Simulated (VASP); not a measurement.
Wanted: the native input for a VASP 6.6.1 run.

| Property | Result |
| --- | --- |
| Task | single point |
| Functional | PBE exchange alone |
| Potentials or basis | VASP PAW PBE potentials, release 64 (Bi_d, Te) |
| Cutoff | 520 eV |
| k mesh | 5 × 5 × 5 |
| Occupations | fermi-dirac, width 0.05 eV |
| Spin | non-collinear spin, zero start, spin-orbit coupling |
| Starting moments | [[0.0, 0.0, 0.0], [0.0, 0.0, 0.0]] μB |
| Dipole correction | no |
| Further INCAR settings | ALGO = Normal; EDIFF = 1e-06; NBANDS = 33 |

The structure of BiTe lies in POSCAR:

```
BiTe
1.0
    0.0000000000      3.2132879364      3.2132879364
    3.2132879364      0.0000000000      3.2132879364
    3.2132879364      3.2132879364      0.0000000000
Bi Te
1 1
Direct
    0.0000000000      0.0000000000      0.0000000000
    0.5000000000      0.5000000000      0.5000000000
```

The input as run:

INCAR

```
PREC = Accurate ; ENCUT = 520
EDIFF = 1E-6 ; ISMEAR = -1
SIGMA = 0.05 ; LREAL = False
LASPH = True ; NELM = 150
ALGO = Normal ; ISIF = 2
LWAVE = False ; LCHARG = False
LNONCOLLINEAR = True ; MAGMOM = 0 0 0 0 0 0
LORBIT = 11 ; LSORBIT = True
GGA_COMPAT = False ; LORBMOM = True
GGA = PE ; ALDAC = 0.0
AGGAC = 0.0 ; NBANDS = 33
```

KPOINTS

```
regular mesh
0
Gamma
  5 5 5
```

Potentials or basis: VASP PAW PBE potentials, release 64 (Bi_d, Te).

The run is started by

```bash
$ cat potpaw_PBE.64/Bi_d/POTCAR potpaw_PBE.64/Te/POTCAR > POTCAR
$ mpirun -np 1 vasp_ncl > vasp.out
```

Results of the run:

The pressure is 12.6 GPa and the net moment is 0.00 μB per cell. The valence electrons inside the program's atomic spheres are Bi 12.74; Te 3.39.

Caveat: the cell stands under pressure.

Wall time 39 s on 1 thread of AMD EPYC 9R45 (Zen 5), on a shared host, peak memory 0.35 GiB.
